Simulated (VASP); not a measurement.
# TiB2 (P6/mmm) in VASP: further runs, part 2 of 2

VASP 6.6.1.

### Step 4. Single point, PBEsol

This run uses another cell than the first one, of 7.97 Å³/atom, 1.084 times its volume.

INCAR reads:

```
PREC     = Accurate       # precision mode
ENCUT    = 520            # plane-wave cutoff, eV
EDIFF    = 1E-6           # SCF threshold, eV
ISMEAR   = -1             # smearing method
SIGMA    = 0.05           # smearing width, eV
LREAL    = False          # projectors in reciprocal space
LASPH    = True           # aspherical terms in the spheres
NELM     = 100            # most SCF steps
ALGO     = Normal         # electronic algorithm
ISIF     = 2              # what is computed and relaxed
LWAVE    = False          # write WAVECAR
LCHARG   = True           # write CHGCAR
GGA      = PS             # functional
LELF     = True           # ELF
LVHAR    = True         
NBANDS   = 16             # bands
```

KPOINTS reads:

```
Automatic mesh
0
Gamma
  10 10 8
```

POSCAR reads:

```
TiB2
1.0
    2.9729741427      0.0000000000      0.0000000000
   -1.4864870714      2.5746711324      0.0000000000
    0.0000000000      0.0000000000      3.1223988800
Ti B
1 2
Direct
    0.0000000000      0.0000000000      0.0000000000
    0.3333333333      0.6666666667      0.5000000000
    0.6666666667      0.3333333333      0.5000000000
```

Potentials or basis: VASP PAW PBE potentials, release 64 (Ti_sv, B).

On the command line:

```
$ cat potpaw_PBE.64/Ti_sv/POTCAR potpaw_PBE.64/B/POTCAR > POTCAR
$ mpirun -np 1 vasp_std > vasp.out
```

OUTCAR:

```text
PREC = Accurate
   ENCUT = 520
   EDIFF = 1E-6
   ISMEAR = -1
   LREAL = False
   LASPH = True
   NELM = 100
   ISIF = 2
   GGA = PS

 ion  position               nearest neighbor table
   1  0.000  0.000  0.000-   2 2.32   3 2.32   2 2.32   3 2.32   3 2.32   3 2.32   2 2.32   2 2.32
                             3 2.32   3 2.32   2 2.32   2 2.32
   2  0.333  0.667  0.500-   3 1.72   3 1.72   3 1.72   1 2.32   1 2.32   1 2.32   1 2.32   1 2.32
                             1 2.32
   3  0.667  0.333  0.500-   2 1.72   2 1.72   2 1.72   1 2.32   1 2.32   1 2.32   1 2.32   1 2.32
                             1 2.32

  LATTYP: Found a hexagonal cell.
 ALAT       =     2.9729741427
 C/A-ratio  =     1.0502610282

  Lattice vectors:

 A1 = (   2.9729741427,   0.0000000000,   0.0000000000)
 A2 = (  -1.4864870714,   2.5746711324,   0.0000000000)
 A3 = (   0.0000000000,   0.0000000000,   3.1223988800)

Analysis of symmetry for initial positions (statically):
=====================================================================
 Subroutine PRICEL returns:
 Original cell was already a primitive cell.

 Routine SETGRP: Setting up the symmetry group for a
 hexagonal supercell.

 Subroutine GETGRP returns: Found 24 space group operations
 (whereof 24 operations were pure point group operations)
 out of a pool of 24 trial point group operations.

The static configuration has the point symmetry D_6h.

Analysis of symmetry for dynamics (positions and initial velocities):
=====================================================================
 Subroutine PRICEL returns:
 Original cell was already a primitive cell.

 Routine SETGRP: Setting up the symmetry group for a
 hexagonal supercell.

 Subroutine GETGRP returns: Found 24 space group operations
 (whereof 24 operations were pure point group operations)
 out of a pool of 24 trial point group operations.

The dynamic configuration has the point symmetry D_6h.

 Subroutine INISYM returns: Found 24 space group operations
 (whereof 24 operations are pure point group operations),
 and found     1 'primitive' translations

----------------------------------------------------------------------------------------

                                     Primitive cell

  volume of cell :      23.9002

  direct lattice vectors                    reciprocal lattice vectors
     2.972974143  0.000000000  0.000000000     0.336363504  0.194199560  0.000000000
    -1.486487071  2.574671132  0.000000000     0.000000000  0.388399119  0.000000000
     0.000000000  0.000000000  3.122398880     0.000000000  0.000000000  0.320266577

  length of vectors
     2.972974143  2.972974143  3.122398880     0.388399119  0.388399119  0.320266577

  position of ions in fractional coordinates (direct lattice)
     0.000000000  0.000000000  0.000000000
     0.333333333  0.666666667  0.500000000
     0.666666667  0.333333333  0.500000000

  ion indices of the primitive-cell ions
   primitive index   ion index
                 1           1
                 2           2
                 3           3

----------------------------------------------------------------------------------------

 KPOINTS: Automatic mesh

Automatic generation of k-mesh.
 Grid dimensions read from file:
 generate k-points for:   10   10    8

 Generating k-lattice:

  Cartesian coordinates                     Fractional coordinates (reciprocal lattice)
     0.033636350  0.019419956  0.000000000     0.100000000  0.000000000  0.000000000
     0.000000000  0.038839912  0.000000000     0.000000000  0.100000000  0.000000000
     0.000000000  0.000000000  0.040033322     0.000000000  0.000000000  0.125000000

  Length of vectors
     0.038839912  0.038839912  0.040033322

  Shift w.r.t. Gamma in fractional coordinates (k-lattice)
     0.000000000  0.000000000  0.000000000

 Subroutine IBZKPT returns following result:
 ===========================================

 Found     70 irreducible k-points:

 Following reciprocal coordinates:
            Coordinates               Weight
  0.000000  0.000000  0.000000      1.000000
  0.100000  0.000000  0.000000      6.000000
  0.200000  0.000000  0.000000      6.000000
  0.300000  0.000000  0.000000      6.000000
  0.400000  0.000000  0.000000      6.000000
  0.500000 -0.000000  0.000000      3.000000
[... 16 lines left out ...]
  0.300000  0.100000  0.125000     24.000000
  0.400000  0.100000  0.125000     24.000000
 [... further k-points ...]
   k-points           NKPTS =     70   k-points in BZ     NKDIM =     70   number of bands    NBANDS=     16
   number of dos      NEDOS =    301   number of ions     NIONS =      3
   total plane-waves  NPLWV =  13824
   dimension x,y,z NGX =    24 NGY =   24 NGZ =   24
   dimension x,y,z NGXF=    48 NGYF=   48 NGZF=   48
   ions per type =               1   2
   NGX,Y,Z   is equivalent  to a cutoff of  13.42, 13.42, 12.78 a.u.
   NGXF,Y,Z  is equivalent  to a cutoff of  26.84, 26.84, 25.56 a.u.
 SYSTEM =  unknown system
   PREC   = accura    normal or accurate (medium, high low for compatibility)
   ISTART =      0    job   : 0-new  1-cont  2-samecut
   ICHARG =      2    charge: 1-file 2-atom 10-const
   ISPIN  =      1    spin polarized calculation?
   LNONCOLLINEAR =      F non collinear calculations
   LSORBIT =      F    spin-orbit coupling
   LASPH  =      T    aspherical Exc in radial PAW
   ENCUT  =  520.0 eV  38.22 Ry    6.18 a.u.   5.53  5.53  5.81*2*pi/ulx,y,z
   NELM   =    100;   NELMIN=  2; NELMDL= -5     # of ELM steps
   EDIFF  = 0.1E-05   stopping-criterion for ELM
   LREAL  =      F    real-space projection
   EDIFFG = 0.1E-04   stopping-criterion for IOM
   NSW    =      0    number of steps for IOM
   IBRION =     -1    ionic relax: 0-MD 1-quasi-New 2-CG
   NFREE  =      0    steps in history (QN), initial steepest desc. (CG)
   ISIF   =      2    stress and relaxation
   ISYM   =      2    0-nonsym 1-usesym 2-fastsym
   POTIM  = 0.5000    time-step for ionic-motion
   TEBEG  =    0.0;   TEEND  =   0.0 temperature during run
   PSTRESS=    0.0 pullay stress
   NELECT =      18.0000    total number of electrons
   NUPDOWN=      -1.0000    fix difference up-down
   EMIN   =  10.00;   EMAX   =-10.00  energy-range for DOS
   EFERMI =   0.00;   METHOD = LEGACY
   ISMEAR =    -1;   SIGMA  =   0.05  broadening in eV -4-tet -1-fermi 0-gaus
   EFERMI_NEDOS =   21; number of points for ismear=-14 and -15
   IALGO  =     38    algorithm
   IMIX   =      4    mixing-type and parameters
     AMIX     =   0.40;   BMIX     =  1.00
     AMIX_MAG =   1.60;   BMIX_MAG =  1.00
  volume/ion in A,a.u.               =       7.97        53.76
  Fermi-wavevector in a.u.,A,eV,Ry     =   1.489471  2.814691 30.184829  2.218522
  Thomas-Fermi vector in A             =   2.602375
   LORBIT       =      0    0 simple, 1 ext, 2 COOP (PROOUT), +10 PAW based schemes
   GGA     = PS    functional components
   LHFCALC =     F    Hartree Fock is set to
   AEXX    =    0.0000 exact exchange contribution
   IVDW    =     0    specifies the selected vdW correction
   LEPSILON=     F    determine dielectric tensor
   LRPA    =     F    only Hartree local field effects (RPA)
 non-spin polarized calculation
  energy-cutoff  :      520.00
  volume of cell :       23.90
 maximum number of plane-waves:       672
 NGX is ok and might be reduce to    24
   NGX = 11   NGY = 11   NGZ = 11

 number of electron      18.0000004 magnetization

 Free energy of the ion-electron system (eV)
  ---------------------------------------------------
  ext. energy  EPLUGINS =         0.00000000
  ---------------------------------------------------
  free energy    TOTEN  =       -25.72928798 eV

  energy without entropy =      -25.72231647  energy(sigma->0) =      -25.72580223

 E-fermi :  10.6119     XC(G=0): -13.2201

 val. band max:       10.6034061160   @ k =   0.3000   0.2000   0.0000
 cond. band min:      10.6368890801   @ k =   0.4000   0.2000   0.0000
 fundamental gap:      0.0334829642
 Fermi energy:        10.6118663192

 k-point     1 :       0.0000    0.0000    0.0000
  band No.  band energies     occupation
      1     -45.8076      2.00000
      2     -22.2656      2.00000
      3     -21.9287      2.00000
      4     -21.9287      2.00000
      5      -3.1309      2.00000
      6       7.8485      2.00000
[... 433 lines left out ...]
      3     -22.2145      2.00000
      4     -22.0697      2.00000
      5       0.6685      2.00000
      6       2.1055      2.00000
[... 8 lines left out ...]
     15      20.1139      0.00000
     16      20.9158      0.00000

 [... further k-points ...]

------------------------ aborting loop because EDIFF is reached ----------------------------------------

  FORCE on cell =-STRESS in cart. coord.  units (eV):
  Direction    XX          YY          ZZ          XY          YZ          ZX
  --------------------------------------------------------------------------------------
  -------------------------------------------------------------------------------------
  Total        2.2344399      2.2344399      2.2318630     -0.0000000     -0.0000000      0.0000000
  in kB      149.7883335    149.7883335    149.6155840     -0.0000000     -0.0000000      0.0000000
  external PRESSURE =     149.7307504 kB  Pullay stress =       0.0000000 kB

 VOLUME and BASIS-vectors are now :
 -----------------------------------------------------------------------------
  energy-cutoff  :      520.00
  volume of cell :       23.90
      direct lattice vectors                 reciprocal lattice vectors
     2.972974143  0.000000000  0.000000000     0.336363504  0.194199560  0.000000000
    -1.486487071  2.574671132  0.000000000     0.000000000  0.388399119  0.000000000
     0.000000000  0.000000000  3.122398880     0.000000000  0.000000000  0.320266577

 POSITION                                       TOTAL-FORCE (eV/Angst)
 -----------------------------------------------------------------------------------
      0.00000      0.00000      0.00000        -0.000000     -0.000000     -0.000000
     -0.00000      1.71645      1.56120         0.000000     -0.000000      0.000000
      1.48649      0.85822      1.56120        -0.000000      0.000000     -0.000000
 -----------------------------------------------------------------------------------
    total drift:                               -0.000000      0.000000      0.000000

  FREE ENERGIE OF THE ION-ELECTRON SYSTEM (eV)
  ---------------------------------------------------
  free  energy   TOTEN  =       -25.7292879847 eV

  energy  without entropy=      -25.7223164724  energy(sigma->0) =      -25.72580223
```

Run time: 12 s. Hardware: 1 thread of Intel Xeon 6975P-C (Granite Rapids), shared host; peak memory 0.15 GiB.

What came out:

- Free energy: -25.7293 eV
- Pressure: 15.0 GPa
- Band gap on the k mesh: zero (band 9 reaches 11.25 eV, above the bottom of band 10 at 10.40 eV)

Caveat: the PAW data sets were made with another functional, which shifts forces and pressure a little.

### Step 5. Single point, PBEsol

This run uses another cell than the first one, of 8.39 Å³/atom, 1.142 times its volume.

INCAR reads:

```
SYSTEM = TiB2
PREC = Accurate
ENCUT = 520
EDIFF = 1E-7
ISMEAR = -1
SIGMA = 0.05
LREAL = .FALSE.
LASPH = .TRUE.
NELM = 60
ALGO = Normal
ISIF = 2
LWAVE = .FALSE.
LCHARG = .TRUE.
GGA = PS
LELF = .TRUE.
LVHAR = .TRUE.
NBANDS = 16
```

KPOINTS reads:

```
regular mesh
0
G
  10 10 8
  0 0 0
```

POSCAR reads:

```
TiB2
1.0
    3.0181086463      0.0000000000      0.0000000000
   -1.5090543232      2.6137587591      0.0000000000
    0.0000000000      0.0000000000      3.1899224487
Ti B
1 2
Direct
    0.0000000000      0.0000000000      0.0000000000
    0.3333333333      0.6666666667      0.5000000000
    0.6666666667      0.3333333333      0.5000000000
```

On the command line:

```
$ cat potpaw_PBE.64/Ti_sv/POTCAR potpaw_PBE.64/B/POTCAR > POTCAR
$ mpirun -np 1 vasp_std > vasp.out
```

Run time: 14 s. Hardware: 1 thread of Intel Xeon 6975P-C (Granite Rapids), shared host; peak memory 0.15 GiB.

Results (log left out):

```
Free energy            : -25.7864 eV
Pressure               : 0.0 GPa
Band gap on the k mesh : zero (band 9 reaches 10.58 eV, above the bottom of band 10 at 9.88 eV)
```

Levels at points of the mesh, in eV from the Fermi level:
```csv
k point,band 5,band 6,band 7,band 8,band 9,band 10,band 11,band 12,band 13,band 14
"(0.00, 0.00, 0.00)",-13.49,-2.61,-2.61,-2.14,-2.10,2.03,2.03,3.90,3.90,5.86
"(0.50, 0.00, 0.00)",-9.37,-9.15,-3.21,-3.15,-2.27,1.47,2.88,3.39,3.57,7.68
"(0.00, 0.00, 0.50)",-11.45,-7.61,-0.47,-0.47,-0.17,-0.17,0.51,0.51,1.86,6.63
"(0.50, 0.00, 0.50)",-9.72,-7.45,-4.66,-3.83,-3.07,2.69,3.08,4.77,4.85,5.55
```

Caveat: the PAW data sets were made with another functional, which shifts forces and pressure a little.

### Step 6. Relaxation of cell and atoms, PBEsol

This run uses another cell than the first one, of 8.57 Å³/atom, 1.167 times its volume.

INCAR reads:

```
SYSTEM = TiB2
PREC     = Accurate       ! precision mode
ENCUT    = 600            ! plane-wave cutoff, eV
EDIFF    = 1E-6           ! SCF threshold, eV
ISMEAR   = -1             ! smearing method
SIGMA    = 0.05           ! smearing width, eV
LREAL    = .FALSE.        ! projectors in reciprocal space
LASPH    = .TRUE.         ! aspherical terms in the spheres
NELM     = 60             ! most SCF steps
ALGO     = Normal         ! electronic algorithm
ISIF     = 3              ! what is computed and relaxed
LWAVE    = .FALSE.        ! write WAVECAR
LCHARG   = .FALSE.        ! write CHGCAR
GGA      = PS             ! functional
IBRION   = 2              ! ionic algorithm
NSW      = 80             ! ionic steps
EDIFFG   = -0.03          ! ionic threshold
```

KPOINTS is that of step 5.

POSCAR reads:

```
TiB2
1.0
    3.0000000000      0.0000000000      0.0000000000
   -1.5000000000      2.5980762114      0.0000000000
    0.0000000000      0.0000000000      3.3000000000
Ti B
1 2
Direct
    0.0000000000      0.0000000000      0.0000000000
    0.3333333333      0.6666666667      0.5000000000
    0.6666666667      0.3333333333      0.5000000000
```

Potentials or basis: VASP PAW PBE potentials, release 64 (Ti_sv, B).

On the command line:

```
$ cat potpaw_PBE.64/Ti_sv/POTCAR potpaw_PBE.64/B/POTCAR > POTCAR
$ mpirun -np 1 vasp_std > vasp.out
```

It took 42 s on 1 thread of Intel Xeon 6975P-C (Granite Rapids), shared host; peak memory 0.17 GiB.

The run converged. Its results:

```yaml
Free_energy: -25.7887 eV
Relaxed_volume: 8.39 Å³/atom
Relaxed_cell: a = 3.018 Å, b = 3.018 Å, c = 3.190 Å, α = 90.00°, β = 90.00°, γ = 120.00°
Space_group_after_relaxing_to_0.05_Å: P6/mmm (No. 191)
Energy_gained_by_relaxing: 13.3 meV/atom
Ionic_steps: 5
Pressure_after_relaxing: -0.2 GPa
Band_gap_on_the_k_mesh: zero (band 9 reaches 10.58 eV, above the bottom of band 10 at 9.88 eV)
```

The path:
| step | energy change (eV) | largest force (eV/Å) | pressure (GPa) | volume (Å³) |
| --- | --- | --- | --- | --- |
| 1 | 0.0000 | 0.0000 | -4.07 | 25.72 |
| 2 | -0.0377 | 0.0000 | 2.75 | 24.91 |
| 3 | -0.0383 | 0.0000 | 1.89 | 25.00 |
| 4 | -0.0388 | 0.0000 | -1.57 | 25.29 |
| 5 | -0.0398 | 0.0000 | -0.17 | 25.16 |

Final structure:
```
Ti B
1.0
     3.01778    0.00000    0.00000
    -1.50889    2.61347    0.00000
     0.00000    0.00000    3.19004
Ti B
1 2
Direct
  0.00000 0.00000 0.00000
  0.33333 0.66667 0.50000
  0.66667 0.33333 0.50000
```

Levels at points of the mesh, in eV from the Fermi level:
```tsv
k point	band 7	band 8	band 9	band 10	band 11	band 12
(0.00, 0.00, 0.00)	-2.61	-2.14	-2.10	2.03	2.03	3.90
(0.50, 0.00, 0.00)	-3.21	-3.15	-2.27	1.47	2.88	3.39
(0.00, 0.00, 0.50)	-0.47	-0.47	-0.17	-0.17	0.51	0.51
(0.50, 0.00, 0.50)	-4.66	-3.83	-3.07	2.69	3.08	4.77
```

Caveat: the PAW data sets were made with another functional, which shifts forces and pressure a little.

### Step 7. The runs side by side

| task | cell | cutoff (eV) | gap on the mesh (eV) | pressure (GPa) |
| --- | --- | --- | --- | --- |
| single point | a = 2.903, b = 2.903, c = 3.020 Å, angles 90.0, 90.0, 120.0°, 3 atoms | 520 | none | 44.8 |
| single point | a = 2.935, b = 2.935, c = 3.067 Å, angles 90.0, 90.0, 120.0°, 3 atoms | 520 | none | 29.9 |
| single point | a = 2.973, b = 2.973, c = 3.122 Å, angles 90.0, 90.0, 120.0°, 3 atoms | 520 | none | 15.0 |
| single point | a = 3.018, b = 3.018, c = 3.190 Å, angles 90.0, 90.0, 120.0°, 3 atoms | 520 | none | 0.0 |
| relaxation of cell and atoms | relaxed from a = 3.000, b = 3.000, c = 3.300 Å, angles 90.0, 90.0, 120.0°, 3 atoms | 600 | none | -0.2 |

Alike in all rows: level PBEsol; potentials or basis VASP PAW PBE potentials, release 64 (Ti_sv, B); no spin polarisation; k mesh 10 × 10 × 8; smearing fermi-dirac 0.05 eV.

Caveats: the PAW data sets were made with another functional, which shifts forces and pressure a little.

Total energies depend on the potentials used, so only differences within one code and one set of settings carry meaning.
